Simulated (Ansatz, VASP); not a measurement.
Sr: VASP beside Ansatz

File INCAR:

```
SYSTEM = Sr
ALGO     = Normal         ! electronic algorithm
EDIFF    = 1E-6           ! SCF threshold, eV
ENCUT    = 520            ! plane-wave cutoff, eV
GGA      = CA             ! functional
ISIF     = 2              ! what is computed and relaxed
ISMEAR   = -1             ! smearing method
LASPH    = .True.         ! aspherical terms in the spheres
LCHARG   = .False.        ! write CHGCAR
LREAL    = .False.        ! projectors in reciprocal space
LWAVE    = .False.        ! write WAVECAR
NBANDS   = 11             ! bands
NELM     = 60             ! most SCF steps
PREC     = Accurate       ! precision mode
SIGMA    = 0.1            ! smearing width, eV
```

The input KPOINTS:

```
k-points
0
Gamma
  15 15 15
  0 0 0
```

Contents of POSCAR:

```
Sr
1.0
    0.0000000000      2.8636617910      2.8636617910
    2.8636617910      0.0000000000      2.8636617910
    2.8636617910      2.8636617910      0.0000000000
Sr
1
Direct
    0.0000000000      0.0000000000      0.0000000000
```

Input for Ansatz:

```yaml
crystal:
  lattice:
    - [0.0, 2.8636617934, 2.8636617934]
    - [2.8636617934, 0.0, 2.8636617934]
    - [2.8636617934, 2.8636617934, 0.0]
  atoms:
    - { symbol: Sr, position: [0.0, 0.0, 0.0] }
hamiltonian:
  xc: lda
  pseudopotentials:
    kind: paw
    azcp:
      Sr: "pseudopotentials/Sr.paw.azcp"
basis:
  ecutwfc: 420
  fft_grid_basis: typed
kpoints:
  mp_grid: { grid: [15, 15, 15], shift: [0, 0, 0] }
magnetization:
  spin_polarized: false
scf:
  occupations: { method: fermi_dirac, width: 0.1 }
output:
  stress: true
```

Alike in both runs: task single point; functional LDA; k mesh 15 × 15 × 15; occupations fermi-dirac, width 0.1 eV; no spin polarisation.

|  | VASP | Ansatz |
| --- | --- | --- |
| version | VASP 6.6.1 | Ansatz 0.2.0 |
| potentials or method | VASP PAW LDA potentials, release 64 (Sr_sv), cutoff 520 eV | plane waves (420 eV) with PAW, scalar-relativistic |
| valence electrons in the cell | 10 | 10 |

```csv
,VASP,Ansatz,Ansatz less VASP
pressure (GPa),0.5,0.5,+0.01
```

Ansatz warns that its potentials were made for another functional, while VASP's fit it. LDA's correlation is that of Perdew and Zunger in VASP and of Perdew and Wang (1992) in Ansatz.
